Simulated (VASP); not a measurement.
Input of a VASP 6.6.1 run:

File INCAR:

```
  ALGO = Normal
  EDIFF = 1E-6
  ENCUT = 520
  GGA = PE
  ISIF = 2
  ISMEAR = -1
  LASPH = T
  LCHARG = F
  LREAL = F
  LWAVE = F
  NBANDS = 15
  NELM = 80
  PREC = Accurate
  SIGMA = 0.1
```

Contents of KPOINTS:

```
k-points
0
Gamma
  6 6 6
```

POSCAR

```
TiC
1.0
   -0.0248100000      2.0830400000      2.1335600000
    2.1483200000     -0.0539000000      2.1626500000
    2.1397300000      2.1035300000     -0.0453100000
Ti C
1 1
Direct
    0.9269177900      0.0051362782      0.0298727007
    0.4222100000      0.5576400000      0.5496500000
```

Potentials or basis: VASP PAW PBE potentials, release 64 (Ti_sv, C).

Command:

```console
$ cat potpaw_PBE.64/Ti_sv/POTCAR potpaw_PBE.64/C/POTCAR > POTCAR
$ mpirun -np 1 vasp_std > vasp.out
```

(1) Predict the band gap on the k mesh.

(2) What does it give for the pressure?

(3) Estimate the largest force.

## Answers

(1) zero (band 8 reaches 10.02 eV, above the bottom of band 9 at 9.83 eV).

(2) 11.0 GPa.

(3) 1.678 eV/Å.

Caveat: the k points lie up to 0.42 Å⁻¹ apart; forces of over 1 eV/Å act on the atoms, so gaps and moduli don't describe the material at rest.
